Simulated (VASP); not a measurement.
**InSb: single point with r2SCAN**

**Experimental background.**

“Electronic Structure and Epitaxy of CdTe Shells on InSb Nanowires”, 2021, arxiv:2111.05126 quotes, for a bulk crystal of InSb: band gap 0.24 eV.

InSb:

```
In Sb
1.0
     0.00000    3.32222    3.32222
     3.32222    0.00000    3.32222
     3.32222    3.32222    0.00000
In Sb
1 1
Direct
  0.00000 0.00000 0.00000
  0.25000 0.25000 0.25000
```

```
Program             : VASP 6.6.1
Task                : single point
Functional          : r2SCAN
Potentials or basis : VASP PAW PBE potentials, release 64 (In_d, Sb)
Cutoff              : 520 eV
k mesh              : 9 × 9 × 9
Occupations         : fermi-dirac, width 0.1 eV
Spin                : no spin polarisation
```

```yaml
Pressure: -1.6 GPa
Band_gap_on_the_k_mesh: zero (filled and empty bands touch)
```

Levels at points of the mesh, in eV from the Fermi level:
| k point | band 5 | band 6 | band 7 | band 8 | band 9 | band 10 | band 11 | band 12 | band 13 | band 14 |
| --- | --- | --- | --- | --- | --- | --- | --- | --- | --- | --- |
| (0.00, 0.00, 0.00) | -15.08 | -10.86 | -0.43 | -0.21 | -0.21 | -0.21 | 3.02 | 3.02 | 3.02 | 5.88 |

Wall time 6.6 min on 1 thread of AMD EPYC 7R13, with other jobs on the host, peak memory 0.21 GiB.

A measured gap of InSb is 0.24 eV (quoted in “Electronic Structure and Epitaxy of CdTe Shells on InSb Nanowires”, 2021, arxiv:2111.05126); the calculated 0.00 eV misses it by -0.24 eV. Spin-orbit coupling on In, Sb is left out. The value is that of r2SCAN on a finite k mesh, which can miss the band edges, without temperature or zero-point motion.

Caveat: the PAW data sets were made with another functional, which shifts forces and pressure a little; spin-orbit coupling is left out, which moves the levels of the heavy elements.
